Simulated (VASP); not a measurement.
Input of a VASP 6.6.1 run:

The input INCAR:

```
ALGO = Normal ; EDIFF = 1E-6
ENCUT = 520 ; GGA = PE
ISIF = 2 ; ISMEAR = 0
LASPH = T ; LCHARG = F
LREAL = F ; LWAVE = F
NBANDS = 11 ; NELM = 100
PREC = Accurate ; SIGMA = 0.01
```

The input KPOINTS:

```
k-points
0
Gamma
  6 6 6
```

File POSCAR:

```
MgS
1.0
    0.0000000000      2.4714420402      2.4714420402
    2.4714420402      0.0000000000      2.4714420402
    2.4714420402      2.4714420402      0.0000000000
Mg S
1 1
Direct
    0.0000000000      0.0000000000      0.0000000000
    0.5000000000      0.5000000000      0.5000000000
```

Potentials or basis: VASP PAW PBE potentials, release 64 (Mg, S).

Command:

```console
$ cat potpaw_PBE.64/Mg/POTCAR potpaw_PBE.64/S/POTCAR > POTCAR
$ mpirun -np 1 vasp_std > vasp.out
```

(1) What does it give for the band gap on the k mesh?

(2) Estimate the pressure.

Answers

(1) 3.09 eV, indirect (least direct gap 5.05 eV).

(2) 17.4 GPa.

Caveat: the cell differs from its parent crystal (strain -5.0%).
